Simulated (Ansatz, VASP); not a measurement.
Se: VASP beside Ansatz

INCAR

```
PREC = Accurate
ENCUT = 520
EDIFF = 1E-7
ISMEAR = 0
SIGMA = 0.05
LREAL = False
LASPH = True
NELM = 60
ALGO = Normal
ISIF = 2
LWAVE = False
LCHARG = False
GGA = PE
IVDW = 12
NBANDS = 16
```

The input KPOINTS:

```
regular mesh
0
Gamma
  12 12 8
```

The input POSCAR:

```
Se
1.0
    4.2722700225      0.0000000000      0.0000000000
   -2.1361350112      3.6998943713      0.0000000000
    0.0000000000      0.0000000000      4.7734072961
Se
3
Direct
    0.2473450684      0.0000000000      0.3333333333
    0.0000000000      0.2473450684      0.6666666667
    0.7526549316      0.7526549316      0.0000000000
```

Input for Ansatz:

```yaml
crystal:
  lattice:
    - [4.2722700225, 0.0, 0.0]
    - [-2.1361350112, 3.6998943713, 0.0]
    - [0.0, 0.0, 4.7734072961]
  atoms:
    - { symbol: Se, position: [0.2473450684, 0.0, 0.3333333333] }
    - { symbol: Se, position: [0.0, 0.2473450684, 0.6666666667] }
    - { symbol: Se, position: [0.7526549316, 0.7526549316, 0.0] }
basis:
  ecutwfc: 420
kpoints:
  mp_grid: { grid: [12, 12, 8] }
hamiltonian:
  xc: pbe
  dispersion: d3bj
scf:
  occupations: { method: gaussian, width: 0.05 }
output:
  forces: true
  stress: true
  eigenvalues: true
```

Alike in both runs: task single point; functional PBE; dispersion D3(BJ); k mesh 12 × 12 × 8; occupations gaussian, width 0.05 eV; no spin polarisation.

|  | VASP | Ansatz |
| --- | --- | --- |
| version | VASP 6.6.1 | Ansatz 0.2.0 |
| potentials or method | VASP PAW PBE potentials, release 64 (Se), cutoff 520 eV | scalar-relativistic, plane waves, PAW |
| valence electrons in the cell | 18 | 48 |

```tsv
	VASP	Ansatz	Ansatz less VASP
gap on the k mesh at the Fermi level (eV)	0.39	0.38	-0.001
least direct gap on the mesh (eV)	1.41	1.41	+0.004
pressure (GPa)	0.6	0.5	-0.11
traceless stress, the component that is largest in VASP (GPa)	2.53	2.51	-0.023
rms of the force components (eV/Å)	0.055	0.068	+0.0136
```

Atom by atom the forces differ by 0.014 eV/Å (rms over components). VASP's potentials hold 18 valence electrons a cell and Ansatz's 48, so a difference there can come from the potentials and not from the codes.
